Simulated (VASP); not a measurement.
Write the native input for VASP 6.6.1 that does the following.

```yaml
Task: single point
Functional: revPBE
Potentials_or_basis: VASP PAW PBE potentials, release 64 (Cd)
Cutoff: 500 eV
k_mesh: 6 × 6 × 4
Occupations: methfessel-paxton, width 0.029 eV
Spin: no spin polarisation
Dipole_correction: no
Further_INCAR_settings: ALGO = Normal; EDIFF = 1e-06; NBANDS = 19
```

The structure of Cd lies in POSCAR:

```
Cd
1.0
    2.8951171595      0.0000000000      0.0000000000
   -1.4475585797      2.5072450071      0.0000000000
    0.0000000000      0.0000000000      5.4597015706
Cd
2
Direct
    0.3333333333      0.6666666667      0.2500000000
    0.6666666667      0.3333333333      0.7500000000
```

These files were run (other wordings do the same):

INCAR

```
ALGO     = Normal         # electronic algorithm
EDIFF    = 1E-6           # SCF threshold, eV
ENCUT    = 500            # plane-wave cutoff, eV
GGA      = RE             # functional
GGA_COMPAT= F            
ISIF     = 2              # what is computed and relaxed
ISMEAR   = 1              # smearing method
LASPH    = T              # aspherical terms in the spheres
LCHARG   = F              # write CHGCAR
LREAL    = F              # projectors in reciprocal space
LWAVE    = F              # write WAVECAR
NBANDS   = 19             # bands
NELM     = 120            # most SCF steps
PREC     = Accurate       # precision mode
SIGMA    = 0.029          # smearing width, eV
```

KPOINTS

```
k-points
0
Gamma
  6 6 4
```

Potentials or basis: VASP PAW PBE potentials, release 64 (Cd).

The run is started by

```bash
$ cat potpaw_PBE.64/Cd/POTCAR > POTCAR
$ mpirun -np 1 vasp_std > vasp.out
```

Results of the run:

| Item | Value |
| --- | --- |
| Pressure | 13.4 GPa |
| Band gap on the k mesh | zero (bands 12 and 13 overlap by 4.00 eV) |

Caveat: the k points lie up to 0.42 Å⁻¹ apart, too coarse for converged energies and pressures of a metal; the PAW data sets were made with another functional, which shifts forces and pressure a little.

Run time: 9.3 s on 1 thread of Intel(R) Xeon(R) Platinum 8559C (Emerald Rapids), on a shared host, peak memory 0.15 GiB.
